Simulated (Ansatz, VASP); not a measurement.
# Two plane-wave programs on AlN

```
Al N
1.0
     3.00503    0.00000    0.00000
    -1.50251    2.60243    0.00000
     0.00000    0.00000    5.41942
Al N
2 2
Direct
  0.33333 0.66667 0.00173
  0.66667 0.33333 0.50173
  0.33333 0.66667 0.38327
  0.66667 0.33333 0.88327
```

Change from the starting cell: strain -0.040 along x and y, +0.080 along z, atoms carried along.

Alike in both runs: task single point; functional PBE; k mesh 12 × 12 × 6; occupations gaussian, width 0.05 eV; no spin polarisation.

|  | VASP | Ansatz |
| --- | --- | --- |
| version | VASP 6.6.1 | Ansatz 0.2.0 |
| potentials or method | VASP PAW PBE potentials, release 64 (Al, N), cutoff 520 eV | scalar-relativistic, plane waves, PAW |
| valence electrons in the cell | 16 | 16 |

```csv
,VASP,Ansatz,Ansatz less VASP
gap on the k mesh at the Fermi level (eV),3.64,3.64,-0.004
least direct gap on the mesh (eV),3.64,3.64,-0.004
pressure (GPa),5.0,5.2,+0.23
"traceless stress, the component that is largest in VASP (GPa)",-28.82,-28.63,+0.192
rms of the force components (eV/Å),0.425,0.424,-0.0005
```

Atom by atom the forces differ by 0.001 eV/Å (rms over components).
